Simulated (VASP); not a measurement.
Set up this calculation in VASP 6.6.1, as the native input.

* Task: single point
* Functional: LDA
* Potentials or basis: VASP PAW LDA potentials, release 64 (Na_pv)
* Cutoff: 520 eV
* k mesh: 11 × 11 × 6
* Occupations: fermi-dirac, width 0.05 eV
* Spin: no spin polarisation
* Dipole correction: no
* Further INCAR settings: ALGO = Normal; EDIFF = 1e-06; NBANDS = 14

The structure of Na lies in POSCAR:

```
Na
1.0
    3.7670009976      0.0000000000      0.0000000000
   -1.8835004988      3.2623185600      0.0000000000
    0.0000000000      0.0000000000      6.0309200000
Na
2
Direct
    0.3333333333      0.6666666667      0.2500000000
    0.6666666667      0.3333333333      0.7500000000
```

This cell differs from its parent crystal: zz strain of -2 %.

The input as run:

INCAR

```
SYSTEM = Na
PREC = Accurate ; ENCUT = 520
EDIFF = 1E-6 ; ISMEAR = -1
SIGMA = 0.05 ; LREAL = .FALSE.
LASPH = .TRUE. ; NELM = 60
ALGO = Normal ; ISIF = 2
LWAVE = .FALSE. ; LCHARG = .TRUE.
LELF = .TRUE. ; LVHAR = .TRUE.
NBANDS = 14
```

KPOINTS

```
Automatic mesh
0
G
  11 11 6
  0 0 0
```

Potentials or basis: VASP PAW LDA potentials, release 64 (Na_pv).

Command:

```bash
$ cat potpaw_LDA.64/Na_pv/POTCAR > POTCAR
$ mpirun -np 1 vasp_std > vasp.out
```

It gave:

* Pressure: -0.7 GPa
* Band gap on the k mesh: zero (band 7 reaches 1.93 eV, above the bottom of band 8 at -2.06 eV)

Caveat: the cell differs from its parent crystal (zz strain of -2 %).

It took 17 s on 1 thread of Intel(R) Xeon(R) Platinum 8559C (Emerald Rapids), on a shared host, peak memory 0.18 GiB.
